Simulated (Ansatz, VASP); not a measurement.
## One calculation of Sb, two programs

```xyz
1
Lattice="-1.8814 1.8814 1.8814 1.8814 -1.8814 1.8814 1.8814 1.8814 -1.8814" Properties=species:S:1:pos:R:3 pbc="T T T"
Sb    0.0000    0.0000    0.0000
```

Alike in both runs: functional r2SCAN; k mesh 5 × 5 × 5; no spin polarisation.

Ansatz relaxed the structure, and its values are those at the end. VASP's run is a single point on that final structure, the one shown.

|  | VASP | Ansatz |
| --- | --- | --- |
| version | VASP 6.6.1 | Ansatz 0.2.0 |
| potentials or method | VASP PAW PBE potentials, release 64 (Sb), cutoff 550 eV | PAW plane waves |
| occupations | fermi-dirac, width 0.1 eV | fermi-dirac |
| valence electrons in the cell | 5 | 15 |

VASP gave:

* gap on the k mesh at the Fermi level (eV): none
* pressure (GPa): -0.1

**Question.** Estimate Ansatz's values.

**Answer.** gap on the k mesh at the Fermi level (eV): none; pressure (GPa): 0.0.

VASP's potentials were made for PBE, not for r2SCAN. A gap of «none» marks a metal or a gap that the smearing closes. VASP's potentials hold 5 valence electrons a cell and Ansatz's 15, so a difference there can come from the potentials and not from the codes. Ansatz's warnings: stress scf threshold loose.

The k mesh is coarse, so the values compare programs but aren't converged. Spin-orbit coupling is off throughout.
